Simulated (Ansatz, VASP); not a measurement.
**Two plane-wave programs on Na**

Contents of INCAR:

```
  ALGO = Fast
  EDIFF = 1E-6
  EDIFFG = -0.001
  ENCUT = 600
  GGA = CA
  IBRION = 2
  ISIF = 3
  ISMEAR = -1
  LASPH = True
  LCHARG = False
  LREAL = False
  LWAVE = False
  NELM = 100
  NSW = 80
  PREC = Accurate
  SIGMA = 0.15
```

File KPOINTS:

```
k-points
0
Gamma
  20 20 20
```

The input POSCAR:

```
Na
1.0
   -2.0266194270      2.0266194270      2.0266194270
    2.0266194270     -2.0266194270      2.0266194270
    2.0266194270      2.0266194270     -2.0266194270
Na
1
Direct
    0.0000000000      0.0000000000      0.0000000000
```

Input for Ansatz:

```yaml
crystal:
  lattice:
    - [-2.026619427, 2.026619427, 2.026619427]
    - [2.026619427, -2.026619427, 2.026619427]
    - [2.026619427, 2.026619427, -2.026619427]
  atoms:
    - { symbol: Na, position: [0.0, 0.0, 0.0] }
basis:
  ecutwfc: 420
kpoints:
  mp_grid: { grid: [20, 20, 20] }
hamiltonian:
  xc: lda
  pseudopotentials: { kind: paw, azcp: { folder: soft_1 } }
scf:
  occupations: { method: fermi_dirac, width: 0.15 }
output:
  forces: true
  stress: true
  eigenvalues: true
relax:
  adjacent_minimum: "off"
  f_tol: 0.001
  max_steps: 60
  cell: { stress_tol: 0.01 }
```

Alike in both runs: task relaxation of cell and atoms; functional LDA; k mesh 20 × 20 × 20; occupations fermi-dirac, width 0.15 eV; no spin polarisation.

|  | VASP | Ansatz |
| --- | --- | --- |
| version | VASP 6.6.1 | Ansatz 0.2.0 |
| potentials or method | VASP PAW LDA potentials, release 64 (Na_pv), cutoff 600 eV | scalar-relativistic, plane waves, PAW |
| valence electrons in the cell | 7 | 9 |

|  | VASP | Ansatz | Ansatz less VASP |
| --- | --- | --- | --- |
| gap on the k mesh at the Fermi level, each at its own relaxed structure (eV) | none | none | - |
| relaxed volume (Å³/atom) | 33.32 | 33.43 | +0.115 |
| relaxed cell length with the largest relative difference (Å) | 3.511 | 3.515 | +0.0041 |

Ansatz warns that its potentials were made for another functional, while VASP's fit it. LDA's correlation is that of Perdew and Zunger in VASP and of Perdew and Wang (1992) in Ansatz. A gap of «none» marks a metal or a gap that the smearing closes. VASP's potentials hold 7 valence electrons a cell and Ansatz's 9, so a difference there can come from the potentials and not from the codes.
